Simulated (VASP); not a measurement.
**Al14CN16 (a cell with a defect) (C_Al-V_Al): single point with r2SCAN**

Crystal: Al14CN16 (a cell with a defect) (C_Al-V_Al).

```
CELL_PARAMETERS angstrom
6.25951 0.00000 0.00000
-3.12976 5.42090 0.00000
0.00000 0.00000 10.03481
ATOMIC_POSITIONS crystal
C 0.38238 0.11994 0.26850
N 0.36051 0.14248 0.39792
N 0.13355 0.36729 0.18402
N 0.32359 0.17700 0.93903
N 0.16219 0.33968 0.69782
N 0.37686 0.71257 0.43933
N 0.21342 0.88966 0.19964
N 0.33208 0.67949 0.93882
N 0.16888 0.84190 0.68612
N 0.78665 0.12403 0.43861
N 0.61137 0.28938 0.19933
N 0.82113 0.16883 0.93916
N 0.66026 0.33315 0.68614
N 0.84361 0.65946 0.43866
N 0.67359 0.82733 0.18653
N 0.83539 0.66544 0.94889
N 0.67189 0.83047 0.69800
Al 0.32714 0.17464 0.74783
Al 0.15667 0.34457 0.00152
Al 0.34558 0.66704 0.25396
Al 0.17393 0.83326 0.49724
Al 0.33256 0.67198 0.74703
Al 0.17662 0.85055 0.00379
Al 0.83309 0.15569 0.25354
Al 0.66925 0.32897 0.49722
Al 0.82995 0.16949 0.74736
Al 0.65014 0.32462 0.00373
Al 0.83530 0.66686 0.25269
Al 0.68201 0.82048 0.51175
Al 0.83672 0.66529 0.75524
Al 0.66584 0.83518 0.99805
```

- Program: VASP 6.6.1
- Task: single point
- Functional: r2SCAN
- Potentials or basis: VASP PAW PBE potentials, release 64 (C, N, Al)
- Cutoff: 520 eV
- k mesh: 1 × 1 × 1, shifted
- Occupations: fermi-dirac, width 0.01 eV
- Spin: no spin polarisation
- Dipole correction: no
- Further INCAR settings: LREAL = Auto; ALGO = Normal; EDIFF = 1e-06; NBANDS = 84

| Property | Result |
| --- | --- |
| Pressure | -6.7 GPa |
| Largest force | 0.432 eV/Å |
| Band gap on the k mesh | 0.30 eV |

Forces on the atoms (eV/Å):
```
C   -0.002 -0.022 -0.042
N    0.220 -0.170  0.169
N   -0.320  0.175  0.107
N    0.189 -0.096  0.016
N   -0.190  0.108  0.205
N   -0.027  0.009 -0.180
N   -0.267 -0.337 -0.038
N    0.173 -0.071  0.067
N   -0.128  0.033  0.022
N    0.037  0.050 -0.152
N    0.228  0.360 -0.030
N    0.172 -0.086  0.036
N   -0.112  0.099  0.023
N    0.055 -0.059 -0.004
N   -0.027  0.031  0.153
N    0.209 -0.095  0.017
N   -0.122  0.063 -0.245
Al   0.037 -0.016  0.021
Al  -0.158  0.068 -0.043
Al   0.080 -0.135 -0.155
Al  -0.124  0.151  0.013
Al   0.095 -0.174  0.084
Al  -0.081  0.100 -0.051
Al   0.182  0.003 -0.186
Al  -0.209  0.043  0.031
Al   0.198 -0.001  0.076
Al  -0.120  0.015 -0.056
Al  -0.004  0.008  0.028
Al   0.067 -0.070  0.187
Al   0.108 -0.063 -0.042
Al  -0.160  0.080 -0.032
```

Stress tensor (GPa, compression positive):
```
-5.42 -3.32  0.29
-3.32 -9.26 -0.13
 0.29 -0.13 -5.47
```

Levels at points of the mesh, in eV from the valence-band top:
| k point | band 59 | band 60 | band 61 | band 62 | band 63 | band 64 | band 65 | band 66 | band 67 | band 68 |
| --- | --- | --- | --- | --- | --- | --- | --- | --- | --- | --- |
| (0.25, 0.25, 0.25) | -1.19 | -1.11 | -0.79 | -0.47 | 0.00 | 0.30 | 4.03 | 5.19 | 5.67 | 5.92 |

It took 9.9 min on 1 thread of Intel(R) Xeon(R) 6975P-C (Granite Rapids), on a shared host, peak memory 0.53 GiB.

Caveat: the k points lie up to 1.16 Å⁻¹ apart; the PAW data sets were made with another functional, which shifts forces and pressure a little.
